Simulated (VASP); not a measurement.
A run of VASP 6.6.1 is set up as follows.

Contents of POSCAR:

```
TiAu
1.0
    3.2446281464      0.0000000000      0.0000000000
    0.0000000000      3.2446281464      0.0000000000
    0.0000000000      0.0000000000      3.2446281464
Ti Au
1 1
Direct
    0.5000000000      0.5000000000      0.5000000000
    0.0000000000      0.0000000000      0.0000000000
```

File INCAR.step1:

```
PREC = Accurate
ENCUT = 520
ISMEAR = -1
SIGMA = 0.1
LREAL = F
LASPH = T
NELM = 100
NBANDS = 18
GGA = PE
ALGO = Normal
EDIFF = 1E-4
LWAVE = T
LCHARG = F
```

The input INCAR.step2:

```
PREC = Accurate
ENCUT = 520
EDIFF = 1E-6
ISMEAR = -1
SIGMA = 0.1
LREAL = F
LASPH = T
NELM = 100
ALGO = Normal
ISIF = 2
LWAVE = F
LCHARG = F
METAGGA = R2SCAN
LMIXTAU = T
NBANDS = 18
ISTART = 1
```

KPOINTS

```
regular mesh
0
Gamma
  6 6 6
```

Potentials or basis: VASP PAW PBE potentials, release 64 (Ti_sv, Au).

Run with:

```bash
$ cat potpaw_PBE.64/Ti_sv/POTCAR potpaw_PBE.64/Au/POTCAR > POTCAR
$ cp INCAR.step1 INCAR
$ mpirun -np 1 vasp_std > vasp.out
$ cp INCAR.step2 INCAR
$ mpirun -np 1 vasp_std > vasp.out
```

(1) Predict the pressure.

Answers

(1) 0.3 GPa.

Caveat: the PAW data sets were made with another functional, which shifts forces and pressure a little.
